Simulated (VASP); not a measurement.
MgS (zincblende type):

```
CELL_PARAMETERS angstrom
0.00000 2.82277 2.82277
2.82277 0.00000 2.82277
2.82277 2.82277 0.00000
ATOMIC_POSITIONS crystal
Mg 0.00000 0.00000 0.00000
S 0.25000 0.25000 0.25000
```

```yaml
Program: VASP 6.6.1
Task: relaxation of cell and atoms
Functional: PBE
Potentials_or_basis: VASP PAW PBE potentials, release 64 (Mg, S)
Cutoff: 600 eV
k_mesh: 13 × 13 × 13
Occupations: fermi-dirac, width 0.05 eV
Spin: no spin polarisation
```

At the start: pressure 1.5 GPa; volume 22.49 Å³/atom.

Where does the relaxation end?

Over 3 steps the energy falls by 2.6 meV/atom and the volume is 23.06 Å³/atom (+2.5 %); space group F-43m (No. 216, to 0.05 Å).

Step by step:
```tsv
step	energy change (eV)	largest force (eV/Å)	pressure (GPa)	volume (Å³)
1	0.0000	0.0000	1.47	44.98
2	-0.0049	0.0000	-0.27	46.35
3	-0.0051	0.0000	0.00	46.12
```

Final structure:
```cif
data_structure
_symmetry_space_group_name_H-M 'P 1'
_symmetry_Int_Tables_number 1
_cell_length_a 4.0254
_cell_length_b 4.0254
_cell_length_c 4.0254
_cell_angle_alpha 60.000
_cell_angle_beta 60.000
_cell_angle_gamma 60.000
_cell_volume 46.12
loop_
_atom_site_label
_atom_site_type_symbol
_atom_site_fract_x
_atom_site_fract_y
_atom_site_fract_z
_atom_site_occupancy
Mg1 Mg 0.00000 0.00000 0.00000 1
S1 S 0.25000 0.25000 0.25000 1
```
